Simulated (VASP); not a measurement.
Wanted: the native input for a VASP 6.6.1 run.

```yaml
Task: single point
Functional: PBEsol
Potentials_or_basis: VASP PAW PBE potentials, release 64 (Ti_sv, Si)
Cutoff: 520 eV
k_mesh: 10 × 10 × 10
Occupations: gaussian, width 0.15 eV
Spin: no spin polarisation
Dipole_correction: no
Further_INCAR_settings: ALGO = Normal; EDIFF = 1e-07; NBANDS = 29
```

The structure of TiSi2 lies in POSCAR:

```
TiSi2
1.0
    0.0000000000      4.0910612953      4.2480470636
    2.3808780418      0.0000000000      4.2480470636
    2.3808780418      4.0910612953      0.0000000000
Ti Si
2 4
Direct
    0.7699459589      0.7030222157      0.7236532992
    0.5296735083      0.4814754970      0.4612282877
    0.1118991314      0.4487645523      0.0541495384
    0.3454966106      0.0878804100      0.4205336634
    0.1903714901      0.8038744004      0.1742414104
    0.8026133007      0.2249829245      0.9161938009
```

This cell differs from its parent crystal: atoms moved at random.

The input as run:

INCAR

```
SYSTEM = TiSi2
  PREC = Accurate
  ENCUT = 520
  EDIFF = 1E-7
  ISMEAR = 0
  SIGMA = 0.15
  LREAL = .FALSE.
  LASPH = .TRUE.
  NELM = 60
  ALGO = Normal
  ISIF = 2
  LWAVE = .FALSE.
  LCHARG = .TRUE.
  GGA = PS
  LELF = .TRUE.
  LVHAR = .TRUE.
  NBANDS = 29
```

KPOINTS

```
Automatic mesh
0
G
  10 10 10
  0 0 0
```

Potentials or basis: VASP PAW PBE potentials, release 64 (Ti_sv, Si).

Command:

```sh
$ cat potpaw_PBE.64/Ti_sv/POTCAR potpaw_PBE.64/Si/POTCAR > POTCAR
$ mpirun -np 1 vasp_std > vasp.out
```

Results of the run:

```json
{"Pressure": "12.5 GPa", "Largest force": "6.107 eV/Å", "Band gap on the k mesh": "zero (bands 20 and 21 overlap by 1.36 eV)"}
```

Caveat: the cell differs from its parent crystal (atoms moved at random); the stress differs along the axes, from 6 to 17 GPa; the PAW data sets were made with another functional, which shifts forces and pressure a little.

Run time: 9 min on 1 thread of Intel(R) Xeon(R) 6975P-C (Granite Rapids) (shared host), peak memory 0.98 GiB.
